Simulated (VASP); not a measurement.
# Cd (Im-3m) in VASP: a series of runs

The runs below take Cd through single point, relaxation of cell and atoms, with BLYP, r2SCAN.

Everything below comes from runs of VASP 6.6.1. Logs are shortened: lines on timing, memory, paths and dates and some standing lists are left out, and cuts for length are marked.

### Step 1. The cell of the first run

It takes space group Im-3m (No. 229, cubic). The conventional cell has a = 3.824 Å, b = 3.824 Å, c = 3.824 Å, α = 90.00°, β = 90.00°, γ = 90.00°. Cd (site symmetry m-3m) has 14 Cd at 3.31 to 3.82 Å within 4.4 Å.

This isn't the form of Cd at room conditions, which is hcp.

### Step 2. Single point, BLYP (27.96 Å³/atom)

File INCAR:

```
PREC = Accurate
ENCUT = 520
EDIFF = 1E-7
ISMEAR = -1
SIGMA = 0.15
LREAL = F
LASPH = T
NELM = 100
ALGO = Normal
ISIF = 2
LWAVE = F
LCHARG = F
GGA = B5
ALDAX = 1.0
AGGAX = 1.0
AGGAC = 1.0
ALDAC = 0.0
NBANDS = 12
```

File KPOINTS:

```
Automatic mesh
0
Gamma
  10 10 10
```

File POSCAR:

```
Cd
1.0
   -1.9120924022      1.9120924022      1.9120924022
    1.9120924022     -1.9120924022      1.9120924022
    1.9120924022      1.9120924022     -1.9120924022
Cd
1
Direct
    0.0000000000      0.0000000000      0.0000000000
```

Potentials or basis: VASP PAW PBE potentials, release 64 (Cd).

Command:

```
$ cat potpaw_PBE.64/Cd/POTCAR > POTCAR
$ mpirun -np 1 vasp_std > vasp.out
```

OUTCAR:

```text
PREC = Accurate
   ENCUT = 520
   EDIFF = 1E-7
   ISMEAR = -1
   LREAL = F
   LASPH = T
   NELM = 100
   ISIF = 2
   GGA = B5

 ion  position               nearest neighbor table
   1  0.000  0.000  0.000-

  LATTYP: Found a body centered cubic cell.
 ALAT       =     3.8241848044

  Lattice vectors:

 A1 = (  -1.9120924022,   1.9120924022,   1.9120924022)
 A2 = (   1.9120924022,  -1.9120924022,   1.9120924022)
 A3 = (   1.9120924022,   1.9120924022,  -1.9120924022)

Analysis of symmetry for initial positions (statically):
=====================================================================
 Subroutine PRICEL returns:
 Original cell was already a primitive cell.

 Routine SETGRP: Setting up the symmetry group for a
 body centered cubic supercell.

 Subroutine GETGRP returns: Found 48 space group operations
 (whereof 48 operations were pure point group operations)
 out of a pool of 48 trial point group operations.

The static configuration has the point symmetry O_h .

Analysis of symmetry for dynamics (positions and initial velocities):
=====================================================================
 Subroutine PRICEL returns:
 Original cell was already a primitive cell.

 Routine SETGRP: Setting up the symmetry group for a
 body centered cubic supercell.

 Subroutine GETGRP returns: Found 48 space group operations
 (whereof 48 operations were pure point group operations)
 out of a pool of 48 trial point group operations.

The dynamic configuration has the point symmetry O_h .

 Subroutine INISYM returns: Found 48 space group operations
 (whereof 48 operations are pure point group operations),
 and found     1 'primitive' translations

----------------------------------------------------------------------------------------

                                     Primitive cell

  volume of cell :      27.9632

  direct lattice vectors                    reciprocal lattice vectors
    -1.912092402  1.912092402  1.912092402     0.000000000  0.261493639  0.261493639
     1.912092402 -1.912092402  1.912092402     0.261493639  0.000000000  0.261493639
     1.912092402  1.912092402 -1.912092402     0.261493639  0.261493639  0.000000000

  length of vectors
     3.311841189  3.311841189  3.311841189     0.369807850  0.369807850  0.369807850

  position of ions in fractional coordinates (direct lattice)
     0.000000000  0.000000000  0.000000000

  ion indices of the primitive-cell ions
   primitive index   ion index
                 1           1

----------------------------------------------------------------------------------------

 KPOINTS: Automatic mesh

Automatic generation of k-mesh.
 Grid dimensions read from file:
 generate k-points for:   10   10   10

 Generating k-lattice:

  Cartesian coordinates                     Fractional coordinates (reciprocal lattice)
     0.000000000  0.026149364  0.026149364     0.100000000  0.000000000  0.000000000
     0.026149364  0.000000000  0.026149364     0.000000000  0.100000000  0.000000000
     0.026149364  0.026149364  0.000000000     0.000000000  0.000000000  0.100000000

  Length of vectors
     0.036980785  0.036980785  0.036980785

  Shift w.r.t. Gamma in fractional coordinates (k-lattice)
     0.000000000  0.000000000  0.000000000

 Subroutine IBZKPT returns following result:
 ===========================================

 Found     47 irreducible k-points:

 Following reciprocal coordinates:
            Coordinates               Weight
  0.000000  0.000000  0.000000      1.000000
  0.100000  0.000000  0.000000     12.000000
  0.200000  0.000000  0.000000     12.000000
  0.300000  0.000000  0.000000     12.000000
  0.400000  0.000000  0.000000     12.000000
  0.500000  0.000000  0.000000      6.000000
[... 16 lines left out ...]
  0.300000  0.300000  0.100000      8.000000
 -0.300000  0.300000  0.100000     24.000000
 [... further k-points ...]
   k-points           NKPTS =     47   k-points in BZ     NKDIM =     47   number of bands    NBANDS=     12
   number of dos      NEDOS =    301   number of ions     NIONS =      1
   total plane-waves  NPLWV =  21952
   dimension x,y,z NGX =    28 NGY =   28 NGZ =   28
   dimension x,y,z NGXF=    56 NGYF=   56 NGZF=   56
   ions per type =               1
   NGX,Y,Z   is equivalent  to a cutoff of  14.06, 14.06, 14.06 a.u.
   NGXF,Y,Z  is equivalent  to a cutoff of  28.11, 28.11, 28.11 a.u.
 SYSTEM =  unknown system
   PREC   = accura    normal or accurate (medium, high low for compatibility)
   ISTART =      0    job   : 0-new  1-cont  2-samecut
   ICHARG =      2    charge: 1-file 2-atom 10-const
   ISPIN  =      1    spin polarized calculation?
   LNONCOLLINEAR =      F non collinear calculations
   LSORBIT =      F    spin-orbit coupling
   LASPH  =      T    aspherical Exc in radial PAW
   ENCUT  =  520.0 eV  38.22 Ry    6.18 a.u.   6.16  6.16  6.16*2*pi/ulx,y,z
   NELM   =    100;   NELMIN=  2; NELMDL= -5     # of ELM steps
   EDIFF  = 0.1E-06   stopping-criterion for ELM
   LREAL  =      F    real-space projection
   EDIFFG = 0.1E-05   stopping-criterion for IOM
   NSW    =      0    number of steps for IOM
   IBRION =     -1    ionic relax: 0-MD 1-quasi-New 2-CG
   NFREE  =      0    steps in history (QN), initial steepest desc. (CG)
   ISIF   =      2    stress and relaxation
   ISYM   =      2    0-nonsym 1-usesym 2-fastsym
   POTIM  = 0.5000    time-step for ionic-motion
   TEBEG  =    0.0;   TEEND  =   0.0 temperature during run
   PSTRESS=    0.0 pullay stress
   NELECT =      12.0000    total number of electrons
   NUPDOWN=      -1.0000    fix difference up-down
   EMIN   =  10.00;   EMAX   =-10.00  energy-range for DOS
   EFERMI =   0.00;   METHOD = LEGACY
   ISMEAR =    -1;   SIGMA  =   0.15  broadening in eV -4-tet -1-fermi 0-gaus
   EFERMI_NEDOS =   21; number of points for ismear=-14 and -15
   IALGO  =     38    algorithm
   IMIX   =      4    mixing-type and parameters
     AMIX     =   0.40;   BMIX     =  1.00
     AMIX_MAG =   1.60;   BMIX_MAG =  1.00
  volume/ion in A,a.u.               =      27.96       188.70
  Fermi-wavevector in a.u.,A,eV,Ry     =   1.234828  2.333486 20.746157  1.524800
  Thomas-Fermi vector in A             =   2.369502
   LORBIT       =      0    0 simple, 1 ext, 2 COOP (PROOUT), +10 PAW based schemes
   GGA     = B5    functional components
   LHFCALC =     F    Hartree Fock is set to
   AEXX    =    0.0000 exact exchange contribution
   IVDW    =     0    specifies the selected vdW correction
   LEPSILON=     F    determine dielectric tensor
   LRPA    =     F    only Hartree local field effects (RPA)
 non-spin polarized calculation
  energy-cutoff  :      520.00
  volume of cell :       27.96
 maximum number of plane-waves:       767
 NGX is ok and might be reduce to    28
   NGX = 13   NGY = 13   NGZ = 13

 number of electron      12.0000005 magnetization

 Free energy of the ion-electron system (eV)
  ---------------------------------------------------
  ext. energy  EPLUGINS =         0.00000000
  ---------------------------------------------------
  free energy    TOTEN  =        -0.12257854 eV

  energy without entropy =       -0.09415912  energy(sigma->0) =       -0.10836883

 E-fermi :   1.6930     XC(G=0):  -9.1880

 val. band max:        1.5503212786   @ k =   0.3000   0.3000   0.1000
 cond. band min:       1.6930303201   @ k =   0.5000   0.5000   0.2000
 fundamental gap:      0.1427090414
 Fermi energy:         1.6929781356

 k-point     1 :       0.0000    0.0000    0.0000
  band No.  band energies     occupation
      1      -7.0131      2.00000
      2      -7.0131      2.00000
      3      -7.0131      2.00000
      4      -6.6220      2.00000
      5      -6.6220      2.00000
      6      -5.3924      2.00000
      7      14.6370      0.00000
      8      14.6370      0.00000
      9      14.6370      0.00000
     10      16.4700      0.00000
     11      16.4700      0.00000
     12      16.4700      0.00000

 k-point     2 :       0.1000    0.0000    0.0000
  band No.  band energies     occupation
      1      -7.0307      2.00000
      2      -7.0046      2.00000
      3      -6.9554      2.00000
      4      -6.6402      2.00000
      5      -6.6218      2.00000
      6      -5.1660      2.00000
      7      12.6077      0.00000
      8      13.6795      0.00000
      9      14.0536      0.00000
     10      15.5185      0.00000
     11      15.8539      0.00000
     12      16.3608      0.00000

 k-point     3 :       0.2000    0.0000    0.0000
  band No.  band energies     occupation
      1      -7.0764      2.00000
      2      -7.0129      2.00000
      3      -6.8001      2.00000
      4      -6.6730      2.00000
      5      -6.6207      2.00000
      6      -4.4653      2.00000
      7       9.2181      0.00000
      8      12.0988      0.00000
      9      12.8380      0.00000
     10      14.8036      0.00000
     11      15.0069      0.00000
     12      16.9489      0.00000
[... 286 lines left out ...]
 k-point    23 :       0.3000    0.3000    0.1000
  band No.  band energies     occupation
      1      -7.1278      2.00000
      2      -6.8379      2.00000
      3      -6.8379      2.00000
      4      -6.6084      2.00000
      5      -6.6084      2.00000
      6       1.5503      1.44265
      7       3.1337      0.00013
      8       3.1337      0.00013
      9       7.2930      0.00000
     10      19.8584      0.00000
     11      19.8584      0.00000
     12      20.7085      0.00000

 k-point    24 :      -0.3000    0.3000    0.1000
  band No.  band energies     occupation
      1      -7.0704      2.00000
      2      -7.0315      2.00000
      3      -6.7353      2.00000
      4      -6.6467      2.00000
      5      -6.6084      2.00000
      6      -3.0440      2.00000
      7       6.1624      0.00000
      8       9.8496      0.00000
      9      10.9558      0.00000
     10      14.5305      0.00000
     11      15.5513      0.00000
     12      16.3830      0.00000

 [... further k-points ...]

------------------------ aborting loop because EDIFF is reached ----------------------------------------

  FORCE on cell =-STRESS in cart. coord.  units (eV):
  Direction    XX          YY          ZZ          XY          YZ          ZX
  --------------------------------------------------------------------------------------
  -------------------------------------------------------------------------------------
  Total        0.0107098      0.0107098      0.0107098      0.0000000     -0.0000000      0.0000000
  in kB        0.6136272      0.6136272      0.6136272      0.0000000     -0.0000000      0.0000000
  external PRESSURE =       0.6136272 kB  Pullay stress =       0.0000000 kB

 VOLUME and BASIS-vectors are now :
 -----------------------------------------------------------------------------
  energy-cutoff  :      520.00
  volume of cell :       27.96
      direct lattice vectors                 reciprocal lattice vectors
    -1.912092402  1.912092402  1.912092402     0.000000000  0.261493639  0.261493639
     1.912092402 -1.912092402  1.912092402     0.261493639  0.000000000  0.261493639
     1.912092402  1.912092402 -1.912092402     0.261493639  0.261493639  0.000000000

 POSITION                                       TOTAL-FORCE (eV/Angst)
 -----------------------------------------------------------------------------------
      0.00000      0.00000      0.00000        -0.000000      0.000000      0.000000
 -----------------------------------------------------------------------------------
    total drift:                                0.000000      0.000000      0.000000

  FREE ENERGIE OF THE ION-ELECTRON SYSTEM (eV)
  ---------------------------------------------------
  free  energy   TOTEN  =        -0.1225785357 eV

  energy  without entropy=       -0.0941591239  energy(sigma->0) =       -0.10836883
```

Run time: 16 s. Hardware: 1 thread of AMD EPYC 7R13 (Zen 3), shared host; peak memory 0.12 GiB.

Results:

```yaml
Free_energy: -0.1226 eV
Pressure: 0.1 GPa
Band_gap_on_the_k_mesh: zero (bands 6 and 7 overlap by 4.33 eV)
```

Caveat: the PAW data sets were made with another functional, which shifts forces and pressure a little.

### Step 3. Relaxation of cell and atoms, BLYP (18.18 Å³/atom)

This run uses another cell than the first one, of 18.18 Å³/atom.

File INCAR:

```
SYSTEM = Cd
PREC = Accurate ; ENCUT = 600
EDIFF = 1E-7 ; ISMEAR = -1
SIGMA = 0.15 ; LREAL = .False.
LASPH = .True. ; NELM = 80
ALGO = Normal ; ISIF = 3
LWAVE = .False. ; LCHARG = .False.
GGA = B5 ; ALDAX = 1.0
AGGAX = 1.0 ; AGGAC = 1.0
ALDAC = 0.0 ; IBRION = 2
NSW = 60 ; EDIFFG = -0.01
```

File KPOINTS:

```
Automatic mesh
0
Gamma
  10 10 10
  0 0 0
```

File POSCAR:

```
Cd
1.0
   -1.6564178142      1.6564178142      1.6564178142
    1.6564178142     -1.6564178142      1.6564178142
    1.6564178142      1.6564178142     -1.6564178142
Cd
1
Direct
    0.0000000000      0.0000000000      0.0000000000
```

Potentials or basis: VASP PAW PBE potentials, release 64 (Cd).

Command:

```
$ cat potpaw_PBE.64/Cd/POTCAR > POTCAR
$ mpirun -np 1 vasp_std > vasp.out
```

Run time: 21 s. Hardware: 1 thread of AMD EPYC 7R13 (Zen 3), shared host; peak memory 0.11 GiB.

Results (log left out):

| Item | Value |
| --- | --- |
| Free energy | -0.1186 eV |
| Relaxed volume | 27.75 Å³/atom |
| Relaxed cell | a = 3.303 Å, b = 3.303 Å, c = 3.303 Å, α = 109.47°, β = 109.47°, γ = 109.47° |
| Space group after relaxing (to 0.1 Å) | Im-3m (No. 229) |
| Energy gained by relaxing | 494.4 meV/atom |
| Ionic steps | 2 |
| Pressure after relaxing | 0.0 GPa |
| Band gap on the k mesh | zero (bands 6 and 7 overlap by 4.36 eV) |

Step by step:
| step | energy change (eV) | largest force (eV/Å) | pressure (GPa) | volume (Å³) |
| --- | --- | --- | --- | --- |
| 1 | 0.0000 | 0.0000 | 27.67 | 18.18 |
| 2 | -0.4944 | 0.0000 | -0.02 | 27.75 |

Final structure:
```cif
data_structure
_symmetry_space_group_name_H-M 'P 1'
_symmetry_Int_Tables_number 1
_cell_length_a 3.3035
_cell_length_b 3.3035
_cell_length_c 3.3035
_cell_angle_alpha 109.471
_cell_angle_beta 109.471
_cell_angle_gamma 109.471
_cell_volume 27.75
loop_
_atom_site_label
_atom_site_type_symbol
_atom_site_fract_x
_atom_site_fract_y
_atom_site_fract_z
_atom_site_occupancy
Cd1 Cd 0.00000 0.00000 0.00000 1
```

Levels at points of the mesh, in eV from the Fermi level:
```tsv
k point	band 3	band 4	band 5	band 6	band 7	band 8	band 9	band 10
(0.00, 0.00, 0.00)	-8.72	-8.32	-8.32	-7.13	13.03	13.03	13.03	14.81
(0.50, 0.00, 0.00)	-8.35	-8.32	-8.06	-1.29	-1.10	7.86	9.19	12.25
(0.50, 0.50, 0.50)	-8.12	-8.12	-8.12	3.26	3.26	3.26	3.56	7.59
```

Caveat: the volume moved by over 15 % at a fixed basis, so the end points are rough; the PAW data sets were made with another functional, which shifts forces and pressure a little.

### Step 4. Single point, r2SCAN, non-collinear spin, zero start, spin-orbit coupling

This run uses another cell than the first one, of 21.91 Å³/atom.

File POSCAR:

```
Cd
1.0
   -1.7627506587      1.7627506587      1.7627506587
    1.7627506587     -1.7627506587      1.7627506587
    1.7627506587      1.7627506587     -1.7627506587
Cd
1
Direct
    0.0000000000      0.0000000000      0.0000000000
```

File INCAR.step1:

```
SYSTEM = Cd
PREC     = Accurate       ! precision mode
ENCUT    = 520            ! plane-wave cutoff, eV
ISMEAR   = 0              ! smearing method
SIGMA    = 0.05           ! smearing width, eV
LREAL    = .FALSE.        ! projectors in reciprocal space
LASPH    = .TRUE.         ! aspherical terms in the spheres
NELM     = 150            ! most SCF steps
MAGMOM   = 0 0 0          ! initial moments
LSORBIT  = .TRUE.         ! spin-orbit coupling
GGA_COMPAT= .FALSE.      
NBANDS   = 23             ! bands
GGA      = PE             ! functional
ALGO     = Normal         ! electronic algorithm
EDIFF    = 1E-4           ! SCF threshold, eV
LWAVE    = .TRUE.         ! write WAVECAR
LCHARG   = .FALSE.        ! write CHGCAR
```

File INCAR.step2:

```
SYSTEM = Cd
PREC     = Accurate       ! precision mode
ENCUT    = 520            ! plane-wave cutoff, eV
EDIFF    = 1E-6           ! SCF threshold, eV
ISMEAR   = 0              ! smearing method
SIGMA    = 0.05           ! smearing width, eV
LREAL    = .FALSE.        ! projectors in reciprocal space
LASPH    = .TRUE.         ! aspherical terms in the spheres
NELM     = 150            ! most SCF steps
ALGO     = Normal         ! electronic algorithm
ISIF     = 2              ! what is computed and relaxed
LWAVE    = .FALSE.        ! write WAVECAR
LCHARG   = .FALSE.        ! write CHGCAR
MAGMOM   = 0 0 0          ! initial moments
LORBIT   = 11             ! projections on sites
LSORBIT  = .TRUE.         ! spin-orbit coupling
GGA_COMPAT= .FALSE.      
LORBMOM  = .TRUE.       
METAGGA  = R2SCAN         ! meta-GGA
LMIXTAU  = .TRUE.       
NBANDS   = 23             ! bands
ISTART   = 1
```

File KPOINTS:

```
regular mesh
0
G
  10 10 10
  0 0 0
```

Command:

```
$ cat potpaw_PBE.64/Cd/POTCAR > POTCAR
$ cp INCAR.step1 INCAR
$ mpirun -np 1 vasp_ncl > vasp.out
$ cp INCAR.step2 INCAR
$ mpirun -np 1 vasp_ncl > vasp.out
```

Run time: 3.7 min. Hardware: 1 thread of AMD EPYC 7R13 (Zen 3), shared host; peak memory 0.19 GiB.

Results (log left out):

| Property | Result |
| --- | --- |
| Free energy | -20.0468 eV |
| Pressure | 0.3 GPa |
| Net moment | 0.00 μB per cell |
| Valence electrons inside the program's atomic spheres | Cd 10.32 |

Moments on the atoms (μB; x, y, z):
```
Cd  0.00 0.00 0.00
```

Caveat: the PAW data sets were made with another functional, which shifts forces and pressure a little.

### Step 5. Overview

| task | level | spin | cell | cutoff (eV) | smearing | gap on the mesh (eV) | pressure (GPa) |
| --- | --- | --- | --- | --- | --- | --- | --- |
| single point | BLYP | off | a = 3.312 Å, angles 109.5°, 1 atom | 520 | fermi-dirac 0.15 eV | none | 0.1 |
| relaxation of cell and atoms | BLYP | off | relaxed from a = 2.869 Å, angles 109.5°, 1 atom | 600 | fermi-dirac 0.15 eV | none | 0.0 |
| single point | r2SCAN | non-collinear, zero start, SOC | a = 3.053 Å, angles 109.5°, 1 atom | 520 | gaussian 0.05 eV | - | 0.3 |

Alike in all rows: potentials or basis VASP PAW PBE potentials, release 64 (Cd); k mesh 10 × 10 × 10.

Caveats: the PAW data sets were made with another functional, which shifts forces and pressure a little; the volume moved by over 15 % at a fixed basis, so the end points are rough (at least some runs).

Total energies depend on the potentials used, so only differences within one code and one set of settings carry meaning.

The gap in the log of VASP goes by the Fermi energy; the results here count the filled bands.